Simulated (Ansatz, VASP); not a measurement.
# AlNi3: VASP beside Ansatz

```
CELL_PARAMETERS angstrom
3.16543 0.00000 0.00000
0.00000 3.16543 0.00000
0.00000 0.00000 3.56668
ATOMIC_POSITIONS crystal
Al 0.00000 0.00000 0.00000
Ni 0.00000 0.50000 0.50000
Ni 0.50000 0.00000 0.50000
Ni 0.50000 0.50000 0.00000
```

Change from the starting cell: strain -0.1125 x Voigt [1, 1, 0, 0, 0, 0], atoms carried along.

Alike in both runs: task single point; functional PBE; k mesh 14 × 14 × 14; occupations gaussian, width 0.15 eV; collinear spin.

|  | VASP | Ansatz |
| --- | --- | --- |
| version | VASP 6.6.1 | Ansatz 0.2.0 |
| potentials or method | VASP PAW PBE potentials, release 64 (Al, Ni), cutoff 520 eV | scalar-relativistic, plane waves, PAW |
| valence electrons in the cell | 33 | 57 |

Ansatz gave:

| Item | Value |
| --- | --- |
| gap on the k mesh at the Fermi level (eV) | none |
| pressure (GPa) | 76.1 |
| traceless stress, the component that is largest in VASP (GPa) | -18.64 |
| net moment per atom (μB) | 0.00 |

Problem. Estimate VASP's values.

Solution. gap on the k mesh at the Fermi level (eV): none; pressure (GPa): 75.6; traceless stress, the component that is largest in VASP (GPa): -18.19; net moment per atom (μB): 0.00.

A gap of «none» marks a metal or a gap that the smearing closes. Both programs put the cell under a high pressure, so it lies far from rest at this level. VASP's potentials hold 33 valence electrons a cell and Ansatz's 57, so a difference there can come from the potentials and not from the codes. Ansatz's warnings: seeded moment not kept.

Noted on VASP's run: the cell as given lies far from equilibrium.
